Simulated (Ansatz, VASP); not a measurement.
**One calculation of Bi, two programs**

```
Bi
1.0
    -1.98143    1.98143    1.98143
     1.98143   -1.98143    1.98143
     1.98143    1.98143   -1.98143
Bi
1
Direct
  0.00000 0.00000 0.00000
```

Alike in both runs: task relaxation of cell and atoms; functional PBEsol; k mesh 9 × 9 × 9; occupations fermi-dirac, width 0.05 eV; no spin polarisation.

|  | VASP | Ansatz |
| --- | --- | --- |
| version | VASP 6.6.1 | Ansatz 0.2.0 |
| potentials or method | VASP PAW PBE potentials, release 64 (Bi_d), cutoff 600 eV | all-electron LAPW, scalar-relativistic |

VASP gave:

| Item | Value |
| --- | --- |
| relaxed volume (Å³/atom) | 30.04 |
| relaxed cell length with the largest relative difference (Å) | 3.392 |

Question: Which values does Ansatz return?

Answer: Relaxed volume (Å³/atom): 30.07; relaxed cell length with the largest relative difference (Å): 3.393.

VASP's potentials were made for PBE, not for PBEsol. Ansatz ran all-electron here, and VASP with PAW potentials.

Neither program's run includes spin-orbit coupling.
